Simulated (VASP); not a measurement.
# Pt (R-3m) in VASP: a series of runs

The runs below take Pt through single point, with PBE.

Program: VASP 6.6.1. These are calculated values, not measurements. Logs are shortened: lines on timing, memory, paths and dates and some standing lists are left out, and cuts for length are marked.

## 1. The cell of the first run

Symmetry: R-3m, No. 166, trigonal system. The conventional cell has a = 2.569 Å, b = 2.569 Å, c = 7.839 Å, α = 90.00°, β = 90.00°, γ = 120.00°. Within 3.4 Å of Pt (site symmetry -3m) lie 12 Pt at 2.57 to 3.00 Å.

## 2. Single point, PBE

Input file INCAR:

```
SYSTEM = Pt
PREC = Accurate
ENCUT = 520
EDIFF = 1E-6
ISMEAR = 0
SIGMA = 0.15
LREAL = .FALSE.
LASPH = .TRUE.
NELM = 80
ALGO = Fast
ISIF = 2
LWAVE = .FALSE.
LCHARG = .TRUE.
GGA = PE
LELF = .TRUE.
LVHAR = .TRUE.
NBANDS = 11
```

Input file KPOINTS:

```
Automatic mesh
0
G
  20 20 20
  0 0 0
```

Input file POSCAR:

```
Pt
1.0
    0.2977447067      2.1139874177      2.1139874177
    2.1139874177      0.2977447067      2.1139874177
    2.1139874177      2.1139874177      0.2977447067
Pt
1
Direct
    0.0000000000      0.0000000000      0.0000000000
```

Potentials or basis: VASP PAW PBE potentials, release 64 (Pt).

Started as:

```sh
> cat potpaw_PBE.64/Pt/POTCAR > POTCAR
> mpirun -np 1 vasp_std > vasp.out
```

OUTCAR:

```text
SYSTEM = Pt
   PREC = Accurate
   ENCUT = 520
   EDIFF = 1E-6
   ISMEAR = 0
   LREAL = .FALSE.
   LASPH = .TRUE.
   NELM = 80
   ISIF = 2
   GGA = PE

 ion  position               nearest neighbor table
   1  0.000  0.000  0.000-

  LATTYP: Found a trigonal (rhomboedric) cell.
 ALAT       =     3.0044196636
 COS(alpha) =     0.6345511687

  Lattice vectors:

 A1 = (   0.2977447067,   2.1139874177,   2.1139874177)
 A2 = (   2.1139874177,   0.2977447067,   2.1139874177)
 A3 = (   2.1139874177,   2.1139874177,   0.2977447067)

Analysis of symmetry for initial positions (statically):
=====================================================================
 Subroutine PRICEL returns:
 Original cell was already a primitive cell.

 Routine SETGRP: Setting up the symmetry group for a
 trigonal (rhombohedral) supercell.

 Subroutine GETGRP returns: Found 12 space group operations
 (whereof 12 operations were pure point group operations)
 out of a pool of 12 trial point group operations.

The static configuration has the point symmetry D_3d.

Analysis of symmetry for dynamics (positions and initial velocities):
=====================================================================
 Subroutine PRICEL returns:
 Original cell was already a primitive cell.

 Routine SETGRP: Setting up the symmetry group for a
 trigonal (rhombohedral) supercell.

 Subroutine GETGRP returns: Found 12 space group operations
 (whereof 12 operations were pure point group operations)
 out of a pool of 12 trial point group operations.

The dynamic configuration has the point symmetry D_3d.

 Subroutine INISYM returns: Found 12 space group operations
 (whereof 12 operations are pure point group operations),
 and found     1 'primitive' translations

----------------------------------------------------------------------------------------

                                     Primitive cell

  volume of cell :      14.9292

  direct lattice vectors                    reciprocal lattice vectors
     0.297744707  2.113987418  2.113987418    -0.293405024  0.257182182  0.257182182
     2.113987418  0.297744707  2.113987418     0.257182182 -0.293405024  0.257182182
     2.113987418  2.113987418  0.297744707     0.257182182  0.257182182 -0.293405024

  length of vectors
     3.004419664  3.004419664  3.004419664     0.467302747  0.467302747  0.467302747

  position of ions in fractional coordinates (direct lattice)
     0.000000000  0.000000000  0.000000000

  ion indices of the primitive-cell ions
   primitive index   ion index
                 1           1

----------------------------------------------------------------------------------------

 KPOINTS: Automatic mesh

Automatic generation of k-mesh.
 Grid dimensions read from file:
 generate k-points for:   20   20   20

 Generating k-lattice:

  Cartesian coordinates                     Fractional coordinates (reciprocal lattice)
    -0.014670251  0.012859109  0.012859109     0.050000000  0.000000000  0.000000000
     0.012859109 -0.014670251  0.012859109     0.000000000  0.050000000  0.000000000
     0.012859109  0.012859109 -0.014670251     0.000000000  0.000000000  0.050000000

  Length of vectors
     0.023365137  0.023365137  0.023365137

  Shift w.r.t. Gamma in fractional coordinates (k-lattice)
     0.000000000  0.000000000  0.000000000

 Subroutine IBZKPT returns following result:
 ===========================================

 Found    781 irreducible k-points:

 Following reciprocal coordinates:
            Coordinates               Weight
  0.000000  0.000000  0.000000      1.000000
  0.050000  0.000000  0.000000      6.000000
  0.100000  0.000000  0.000000      6.000000
  0.150000  0.000000  0.000000      6.000000
  0.200000  0.000000  0.000000      6.000000
  0.250000  0.000000 -0.000000      6.000000
[... 16 lines left out ...]
 -0.400000  0.050000 -0.000000     12.000000
 -0.350000  0.050000 -0.000000     12.000000
 [... further k-points ...]
   k-points           NKPTS =    781   k-points in BZ     NKDIM =    781   number of bands    NBANDS=     11
   number of dos      NEDOS =    301   number of ions     NIONS =      1
   total plane-waves  NPLWV =  13824
   dimension x,y,z NGX =    24 NGY =   24 NGZ =   24
   dimension x,y,z NGXF=    48 NGYF=   48 NGZF=   48
   ions per type =               1
   NGX,Y,Z   is equivalent  to a cutoff of  13.28, 13.28, 13.28 a.u.
   NGXF,Y,Z  is equivalent  to a cutoff of  26.56, 26.56, 26.56 a.u.
 SYSTEM =  Pt
   PREC   = accura    normal or accurate (medium, high low for compatibility)
   ISTART =      0    job   : 0-new  1-cont  2-samecut
   ICHARG =      2    charge: 1-file 2-atom 10-const
   ISPIN  =      1    spin polarized calculation?
   LNONCOLLINEAR =      F non collinear calculations
   LSORBIT =      F    spin-orbit coupling
   LASPH  =      T    aspherical Exc in radial PAW
   ENCUT  =  520.0 eV  38.22 Ry    6.18 a.u.   5.59  5.59  5.59*2*pi/ulx,y,z
   NELM   =     80;   NELMIN=  2; NELMDL= -5     # of ELM steps
   EDIFF  = 0.1E-05   stopping-criterion for ELM
   LREAL  =      F    real-space projection
[... 7 lines left out ...]
   TEBEG  =    0.0;   TEEND  =   0.0 temperature during run
   PSTRESS=    0.0 pullay stress
   NELECT =      10.0000    total number of electrons
   NUPDOWN=      -1.0000    fix difference up-down
   EMIN   =  10.00;   EMAX   =-10.00  energy-range for DOS
   EFERMI =   0.00;   METHOD = LEGACY
   ISMEAR =     0;   SIGMA  =   0.15  broadening in eV -4-tet -1-fermi 0-gaus
   EFERMI_NEDOS =   21; number of points for ismear=-14 and -15
   IALGO  =     68    algorithm
   IMIX   =      4    mixing-type and parameters
     AMIX     =   0.40;   BMIX     =  1.00
     AMIX_MAG =   1.60;   BMIX_MAG =  1.00
  volume/ion in A,a.u.               =      14.93       100.75
  Fermi-wavevector in a.u.,A,eV,Ry     =   1.432396  2.706836 27.915857  2.051758
  Thomas-Fermi vector in A             =   2.552028
   LORBIT       =      0    0 simple, 1 ext, 2 COOP (PROOUT), +10 PAW based schemes
   GGA     = PE    functional components
   LHFCALC =     F    Hartree Fock is set to
   AEXX    =    0.0000 exact exchange contribution
   IVDW    =     0    specifies the selected vdW correction
   LEPSILON=     F    determine dielectric tensor
   LRPA    =     F    only Hartree local field effects (RPA)
 non-spin polarized calculation
 RMM-DIIS sequential band-by-band and
 Gauss-broadening in eV      SIGMA  =   0.15
  energy-cutoff  :      520.00
  volume of cell :       14.93
 maximum number of plane-waves:       413
   NGX = 11   NGY = 11   NGZ = 11

 number of electron      10.0000001 magnetization

 Free energy of the ion-electron system (eV)
  ---------------------------------------------------
  ext. energy  EPLUGINS =         0.00000000
  ---------------------------------------------------
  free energy    TOTEN  =        -5.73773977 eV

  energy without entropy =       -5.72215389  energy(sigma->0) =       -5.72994683

 E-fermi :  11.3440     XC(G=0): -13.4889

 val. band max:       11.3421901650   @ k =  -0.2500   0.1000   0.1000
 cond. band min:      11.3466457553   @ k =   0.3500   0.2000  -0.0000
 fundamental gap:      0.0044555902
 Fermi energy:        11.3439724226

 k-point     1 :       0.0000    0.0000    0.0000
  band No.  band energies     occupation
      1       1.0466      2.00000
      2       6.0340      2.00000
      3       7.6088      2.00000
      4       7.6088      2.00000
      5      10.5735      2.00000
      6      10.5735      2.00000
      7      24.0916      0.00000
      8      28.4790      0.00000
      9      34.0077      0.00000
     10      34.0077      0.00000
     11      35.7660      0.00000

 k-point     2 :       0.0500    0.0000    0.0000
  band No.  band energies     occupation
      1       1.1692      2.00000
      2       6.0901      2.00000
      3       7.5356      2.00000
      4       7.6993      2.00000
      5      10.4683      2.00000
      6      10.5333      2.00000
      7      24.3014      0.00000
      8      28.6755      0.00000
      9      33.0793      0.00000
     10      34.1289      0.00000
     11      36.3359      0.00000

 k-point     3 :       0.1000    0.0000    0.0000
  band No.  band energies     occupation
      1       1.5271      2.00000
      2       6.2498      2.00000
      3       7.3409      2.00000
      4       7.9666      2.00000
      5      10.1863      2.00000
      6      10.4190      2.00000
      7      24.8707      0.00000
      8      29.1651      0.00000
      9      31.7138      0.00000
     10      34.4775      0.00000
     11      36.6005      0.00000

 k-point     4 :       0.1500    0.0000    0.0000
  band No.  band energies     occupation
      1       2.0857      2.00000
      2       6.4712      2.00000
      3       7.1080      2.00000
      4       8.3969      2.00000
      5       9.8138      2.00000
      6      10.2488      2.00000
      7      25.5943      0.00000
      8      29.2826      0.00000
      9      31.1277      0.00000
     10      35.0065      0.00000
     11      36.0055      0.00000
[... 239 lines left out ...]
 k-point    22 :      -0.4500    0.0500   -0.0000
  band No.  band energies     occupation
      1       3.8499      2.00000
      2       6.3046      2.00000
      3       8.9723      2.00000
      4      10.0370      2.00000
      5      11.2185      1.76311
      6      13.2311      0.00000
      7      19.2410      0.00000
      8      24.9833      0.00000
      9      28.8028      0.00000
     10      31.3876      0.00000
     11      37.4268      0.00000

 k-point    23 :      -0.4000    0.0500   -0.0000
  band No.  band energies     occupation
      1       3.9021      2.00000
      2       6.4069      2.00000
      3       9.0459      2.00000
      4       9.5063      2.00000
      5      10.6822      2.00000
      6      12.7383      0.00000
      7      20.3882      0.00000
      8      25.5089      0.00000
      9      29.2930      0.00000
     10      31.9951      0.00000
     11      36.6250      0.00000

 k-point    24 :      -0.3500    0.0500   -0.0000
  band No.  band energies     occupation
      1       3.9723      2.00000
      2       6.5463      2.00000
      3       8.7120      2.00000
      4       9.1743      2.00000
      5       9.9721      2.00000
      6      12.0199      0.00000
      7      21.9825      0.00000
      8      26.4036      0.00000
      9      30.1342      0.00000
     10      33.0835      0.00000
     11      35.2708      0.00000

 [... further k-points ...]
[... 5 lines left out ...]
  --------------------------------------------------------------------------------------
  -------------------------------------------------------------------------------------
  Total        2.8754620      2.8754620      2.8754620     -1.7710783     -1.7710783     -1.7710783
  in kB      308.5906853    308.5906853    308.5906853   -190.0697192   -190.0697192   -190.0697192
  external PRESSURE =     308.5906853 kB  Pullay stress =       0.0000000 kB

 VOLUME and BASIS-vectors are now :
 -----------------------------------------------------------------------------
  energy-cutoff  :      520.00
  volume of cell :       14.93
      direct lattice vectors                 reciprocal lattice vectors
     0.297744707  2.113987418  2.113987418    -0.293405024  0.257182182  0.257182182
     2.113987418  0.297744707  2.113987418     0.257182182 -0.293405024  0.257182182
     2.113987418  2.113987418  0.297744707     0.257182182  0.257182182 -0.293405024

 POSITION                                       TOTAL-FORCE (eV/Angst)
 -----------------------------------------------------------------------------------
      0.00000      0.00000      0.00000        -0.000000      0.000000     -0.000000
 -----------------------------------------------------------------------------------
    total drift:                               -0.000000     -0.000000     -0.000000

  FREE ENERGIE OF THE ION-ELECTRON SYSTEM (eV)
  ---------------------------------------------------
  free  energy   TOTEN  =        -5.7377397746 eV

  energy  without entropy=       -5.7221538936  energy(sigma->0) =       -5.72994683
```

Wall time 47 s (1 thread of Intel Xeon 6975P-C (Granite Rapids), shared host); peak memory 0.25 GiB.

Results:

- Free energy: -5.7377 eV
- Pressure: 30.9 GPa
- Band gap on the k mesh: zero (band 5 reaches 12.69 eV, above the bottom of band 6 at 9.88 eV)

Stress tensor (GPa, compression positive):
```
 30.86 -19.01 -19.01
-19.01  30.86 -19.01
-19.01 -19.01  30.86
```

Levels at points of the mesh, in eV from the Fermi level:
```csv
k point,band 1,band 2,band 3,band 4,band 5,band 6,band 7,band 8,band 9,band 10
"(0.00, 0.00, 0.00)",-10.30,-5.31,-3.74,-3.74,-0.77,-0.77,12.75,17.14,22.66,22.66
"(0.50, 0.00, 0.00)",-7.60,-5.11,-2.29,-1.04,0.45,1.27,7.73,13.34,17.38,20.22
"(0.50, 0.50, 0.00)",-7.66,-6.52,-0.34,0.27,1.34,2.18,9.39,9.80,14.57,19.71
"(0.50, 0.50, 0.50)",-8.38,-3.90,-3.90,-1.83,0.08,0.08,3.03,15.77,22.88,22.88
```

Caveat: spin-orbit coupling is left out, which moves the levels of the heavy elements.

## 3. Single point, PBE

This run uses another cell than the first one, of the same volume but with other edges.

Input file INCAR:

```
SYSTEM = Pt
  PREC = Accurate
  ENCUT = 520
  EDIFF = 1E-6
  ISMEAR = 0
  SIGMA = 0.15
  LREAL = .FALSE.
  LASPH = .TRUE.
  NELM = 80
  ALGO = Normal
  ISIF = 2
  LWAVE = .FALSE.
  LCHARG = .FALSE.
  GGA = PE
  NBANDS = 11
```

Input file KPOINTS:

```
regular mesh
0
G
  20 20 20
  0 0 0
```

Input file POSCAR:

```
Pt
1.0
   -0.2977447067      1.8162427110      1.8162427110
    1.8162427110     -0.2977447067      1.8162427110
    1.8162427110      1.8162427110     -0.2977447067
Pt
1
Direct
    0.0000000000      0.0000000000      0.0000000000
```

Potentials or basis: VASP PAW PBE potentials, release 64 (Pt).

Started as:

```sh
> cat potpaw_PBE.64/Pt/POTCAR > POTCAR
> mpirun -np 1 vasp_std > vasp.out
```

Wall time 33 s (1 thread of Intel Xeon 6975P-C (Granite Rapids), shared host); peak memory 0.24 GiB.

It converged, with:

| Quantity | Value |
| --- | --- |
| Free energy | -5.7618 eV |
| Pressure | 28.4 GPa |
| Band gap on the k mesh | zero (band 5 reaches 12.95 eV, above the bottom of band 6 at 9.13 eV) |

Stress tensor (GPa, compression positive):
```
28.38 13.31 13.31
13.31 28.38 13.31
13.31 13.31 28.38
```

Levels at points of the mesh, in eV from the Fermi level:
| k point | band 3 | band 4 | band 5 | band 6 | band 7 | band 8 |
| --- | --- | --- | --- | --- | --- | --- |
| (0.00, 0.00, 0.00) | -5.24 | -1.47 | -0.77 | -0.77 | 14.57 | 18.00 |
| (0.50, 0.00, 0.00) | -1.55 | -0.92 | -0.82 | 0.03 | 5.82 | 15.49 |
| (0.50, 0.50, 0.00) | -0.40 | 0.03 | 1.66 | 2.31 | 8.96 | 9.93 |
| (0.50, 0.50, 0.50) | -4.42 | 1.31 | 1.31 | 2.43 | 10.16 | 12.61 |

Caveat: spin-orbit coupling is left out, which moves the levels of the heavy elements.

## 4. Single point, PBE

This run uses another cell than the first one, of 15.06 Å³/atom, 1.009 times its volume.

Input file INCAR:

```
SYSTEM = Pt
PREC = Accurate
ENCUT = 520
EDIFF = 1E-7
ISMEAR = 0
SIGMA = 0.15
LREAL = .False.
LASPH = .True.
NELM = 60
ALGO = Normal
ISIF = 2
LWAVE = .False.
LCHARG = .False.
GGA = PE
NBANDS = 11
```

Input file KPOINTS:

```
Automatic mesh
0
Gamma
  20 20 20
  0 0 0
```

Input file POSCAR:

```
Pt
1.0
   -0.1984964712      1.8658668288      1.8658668288
    1.8658668288     -0.1984964712      1.8658668288
    1.8658668288      1.8658668288     -0.1984964712
Pt
1
Direct
    0.0000000000      0.0000000000      0.0000000000
```

Started as:

```sh
> cat potpaw_PBE.64/Pt/POTCAR > POTCAR
> mpirun -np 1 vasp_std > vasp.out
```

It took 36 s on 1 thread of Intel Xeon 6975P-C (Granite Rapids), shared host; peak memory 0.24 GiB.

The run converged. Its results:

| Quantity | Value |
| --- | --- |
| Free energy | -5.9567 eV |
| Pressure | 16.8 GPa |
| Band gap on the k mesh | zero (band 5 reaches 12.31 eV, above the bottom of band 6 at 9.14 eV) |

Stress tensor (GPa, compression positive):
```
16.82  9.26  9.26
 9.26 16.82  9.26
 9.26  9.26 16.82
```

Levels at points of the mesh, in eV from the Fermi level:
```csv
k point,band 1,band 2,band 3,band 4,band 5,band 6,band 7,band 8,band 9,band 10
"(0.00, 0.00, 0.00)",-10.14,-4.68,-4.68,-2.33,-1.21,-1.21,14.53,18.33,18.33,23.60
"(0.50, 0.00, 0.00)",-7.40,-4.85,-2.40,-0.76,-0.63,0.20,5.57,14.84,18.33,21.47
"(0.50, 0.50, 0.00)",-7.04,-6.61,-0.26,0.26,1.10,2.02,9.31,9.68,13.66,19.63
"(0.50, 0.50, 0.50)",-7.02,-4.15,-4.15,0.71,0.71,1.24,8.41,13.12,16.98,16.98
```

Caveat: spin-orbit coupling is left out, which moves the levels of the heavy elements.

## 5. Single point, PBE

This run uses another cell than the first one, of 15.07 Å³/atom, 1.009 times its volume.

Input file INCAR:

```
SYSTEM = Pt
PREC = Accurate
ENCUT = 520
EDIFF = 1E-6
ISMEAR = 0
SIGMA = 0.15
LREAL = .FALSE.
LASPH = .TRUE.
NELM = 100
ALGO = Normal
ISIF = 2
LWAVE = .FALSE.
LCHARG = .TRUE.
GGA = PE
LELF = .TRUE.
LVHAR = .TRUE.
NBANDS = 11
```

Input file KPOINTS:

```
regular mesh
0
G
  20 20 20
  0 0 0
```

Input file POSCAR:

```
Pt
1.0
    0.1984964712      2.0643633000      2.0643633000
    2.0643633000      0.1984964712      2.0643633000
    2.0643633000      2.0643633000      0.1984964712
Pt
1
Direct
    0.0000000000      0.0000000000      0.0000000000
```

Started as:

```sh
> cat potpaw_PBE.64/Pt/POTCAR > POTCAR
> mpirun -np 1 vasp_std > vasp.out
```

Run time: 34 s. Hardware: 1 thread of Intel Xeon 6975P-C (Granite Rapids), shared host; peak memory 0.25 GiB.

The run converged. Its results:

```yaml
Free_energy: -5.9565 eV
Pressure: 17.3 GPa
Band_gap_on_the_k_mesh: zero (band 5 reaches 12.16 eV, above the bottom of band 6 at 9.64 eV)
```

Stress tensor (GPa, compression positive):
```
 17.34 -10.82 -10.82
-10.82  17.34 -10.82
-10.82 -10.82  17.34
```

Levels at points of the mesh, in eV from the Fermi level:
```
           k point  band 1  band 2  band 3  band 4  band 5  band 6  band 7  band 8  band 9  band 10
(0.00, 0.00, 0.00)  -10.18   -4.82   -3.57   -3.57   -1.16   -1.16   13.89   17.42   21.54    21.54
(0.50, 0.00, 0.00)   -7.30   -4.77   -2.74   -0.62    0.12    0.83    6.94   13.76   17.53    19.74
(0.50, 0.50, 0.00)   -7.26   -6.50   -0.21    0.42    0.96    1.99    9.29    9.90   13.45    19.88
(0.50, 0.50, 0.50)   -7.88   -3.78   -3.78   -1.45   -0.01   -0.01    3.91   15.32   21.48    21.48
```

Caveat: spin-orbit coupling is left out, which moves the levels of the heavy elements.

## 6. The runs side by side

```csv
cell,gap on the mesh (eV),pressure (GPa)
"a = 3.004 Å, angles 50.6°, 1 atom",none,30.9
"a = 2.586 Å, angles 70.6°, 1 atom",none,28.4
"a = 2.646 Å, angles 67.0°, 1 atom",none,16.8
"a = 2.926 Å, angles 53.6°, 1 atom",none,17.3
```

Alike in all rows: task single point; level PBE; potentials or basis VASP PAW PBE potentials, release 64 (Pt); no spin polarisation; k mesh 20 × 20 × 20; cutoff (eV) 520; smearing gaussian 0.15 eV.

Caveats: spin-orbit coupling is left out, which moves the levels of the heavy elements.

Total energies depend on the potentials used, so only differences within one code and one set of settings carry meaning.
